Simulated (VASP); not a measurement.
In3As, 4 atoms in the cell. Symmetry: Fm-3m, No. 225, cubic system. The conventional cell has a = 7.420 Å, b = 7.420 Å, c = 7.420 Å, α = 90.00°, β = 90.00°, γ = 90.00°. Within 4.2 Å of As (site symmetry m-3m) lie 14 In at 3.21 to 3.71 Å. In (site symmetry m-3m) has 8 In at 3.21 Å and 6 As at 3.71 Å within 4.2 Å. In (site symmetry -43m) has 4 As at 3.21 Å and 10 In at 3.21 to 3.71 Å within 4.2 Å. 

- Program: VASP 6.6.1
- Task: relaxation of cell and atoms
- Functional: LDA
- Potentials or basis: VASP PAW LDA potentials, release 64 (As, In_d)
- Cutoff: 500 eV
- k mesh: 5 × 5 × 5
- Occupations: gaussian, width 0.01 eV
- Spin: no spin polarisation
- Dipole correction: no
- Further INCAR settings: ALGO = Normal; EDIFF = 1e-07; IBRION = 2; EDIFFG = -0.02; NSW = 80; ISIF = 3

Potentials or basis: VASP PAW LDA potentials, release 64 (As, In_d).

Launch:

```console
$ cat potpaw_LDA.64/As/POTCAR potpaw_LDA.64/In_d/POTCAR > POTCAR
$ mpirun -np 1 vasp_std > vasp.out
```

Hardware: 1 thread of AMD EPYC 7R13 Processor (Zen 3) (shared host).

**Question.** How long does it take, and how much memory?

**Answer.** It took 60 s on 1 thread of AMD EPYC 7R13 Processor (Zen 3) (shared host), peak memory 0.18 GiB. Counts: scf iterations 33, k points 10, ion steps 3.
